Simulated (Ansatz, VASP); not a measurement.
**Two plane-wave programs on GaP**

Contents of INCAR:

```
SYSTEM = GaP
PREC = Accurate
ENCUT = 520
EDIFF = 1E-7
ISMEAR = 0
SIGMA = 0.02
LREAL = .False.
LASPH = .True.
NELM = 80
ALGO = Normal
ISIF = 2
LWAVE = .False.
LCHARG = .False.
GGA = PE
NBANDS = 26
```

Contents of KPOINTS:

```
Automatic mesh
0
Gamma
  8 8 6
  0 0 0
```

POSCAR

```
GaP
1.0
    2.6699817363      2.6699817363      0.0000000000
   -2.6699817363      2.6699817363      0.0000000000
    0.0000000000      0.0000000000      5.6429716169
Ga P
2 2
Direct
    0.0000000000      0.0000000000      0.0000000000
    0.5000000000      0.5000000000      0.5000000000
    0.5000000000      0.0000000000      0.7500000000
    0.0000000000      0.5000000000      0.2500000000
```

Input for Ansatz:

```yaml
crystal:
  lattice:
    - [2.6699817363, 2.6699817363, 0.0]
    - [-2.6699817363, 2.6699817363, 0.0]
    - [0.0, 0.0, 5.6429716169]
  atoms:
    - { symbol: Ga, position: [0.0, 0.0, 0.0] }
    - { symbol: Ga, position: [0.5, 0.5, 0.5] }
    - { symbol: P, position: [0.5, 0.0, 0.75] }
    - { symbol: P, position: [0.0, 0.5, 0.25] }
basis:
  ecutwfc: 420
kpoints:
  mp_grid: { grid: [8, 8, 6] }
  band_path: { path: [VBM, CBM], npoints: 2 }
hamiltonian:
  xc: pbe
scf:
  occupations: { method: gaussian, width: 0.02 }
output:
  forces: true
  stress: true
  eigenvalues: true
checkpoint:
  read: start.run
  write: ck
  compress: false
  write_wavefunctions: false
  write_every: 100000
```

Alike in both runs: task single point; functional PBE; k mesh 8 × 8 × 6; occupations gaussian, width 0.02 eV; no spin polarisation.

|  | VASP | Ansatz |
| --- | --- | --- |
| version | VASP 6.6.1 | Ansatz 0.2.0 |
| potentials or method | VASP PAW PBE potentials, release 64 (Ga_d, P), cutoff 520 eV | scalar-relativistic, plane waves, PAW |
| valence electrons in the cell | 36 | 36 |

```csv
,VASP,Ansatz,Ansatz less VASP
gap on the k mesh at the Fermi level (eV),1.36,1.36,+0.001
least direct gap on the mesh (eV),1.74,1.74,+0.001
pressure (GPa),3.0,3.0,+0.02
"traceless stress, the component that is largest in VASP (GPa)",-3.00,-3.00,+0.004
```
